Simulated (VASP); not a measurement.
Input of a VASP 6.6.1 run:

INCAR

```
PREC     = Accurate       # precision mode
ENCUT    = 600            # plane-wave cutoff, eV
EDIFF    = 1E-6           # SCF threshold, eV
ISMEAR   = 0              # smearing method
SIGMA    = 0.1            # smearing width, eV
LREAL    = False          # projectors in reciprocal space
LASPH    = True           # aspherical terms in the spheres
NELM     = 80             # most SCF steps
ALGO     = Normal         # electronic algorithm
ISIF     = 3              # what is computed and relaxed
LWAVE    = False          # write WAVECAR
LCHARG   = False          # write CHGCAR
GGA      = PE             # functional
IBRION   = 2              # ionic algorithm
NSW      = 90             # ionic steps
EDIFFG   = -0.04          # ionic threshold
```

The input KPOINTS:

```
regular mesh
0
Gamma
  6 6 6
```

The input POSCAR:

```
Ga3SbAs2
1.0
   -1.9887365900      1.9887365900      8.4374947600
    1.9887365900     -1.9887365900      8.4374947600
    1.9887365900      1.9887365900     -8.4374947600
Ga Sb As
3 1 2
Direct
    0.8333333300      0.8333333300      0.0000000000
    0.5000000000      0.5000000000      0.0000000000
    0.1666666700      0.1666666700      0.0000000000
    0.7500000000      0.2500000000      0.5000000000
    0.4166666700      0.9166666700      0.5000000000
    0.0833333300      0.5833333300      0.5000000000
```

Potentials or basis: VASP PAW PBE potentials, release 64 (Ga_d, Sb, As).

Run with:

```console
$ cat potpaw_PBE.64/Ga_d/POTCAR potpaw_PBE.64/Sb/POTCAR potpaw_PBE.64/As/POTCAR > POTCAR
$ mpirun -np 1 vasp_std > vasp.out
```

Task: Estimate the relaxed volume.

Result: 25.89 Å³/atom.

Task: Predict the space group after relaxing (to 0.05 Å).

Result: I-4m2 (No. 119).

Forces on the atoms (eV/Å):
```
Ga   0.000  0.000 -0.036
Ga   0.000  0.000  0.000
Ga   0.000  0.000  0.036
Sb   0.000  0.000  0.000
As   0.000  0.000  0.035
As   0.000  0.000 -0.035
```

Caveat: the k points lie up to 0.35 Å⁻¹ apart in the final cell; the volume moved by over 15 % at a fixed basis, so the end points are rough.
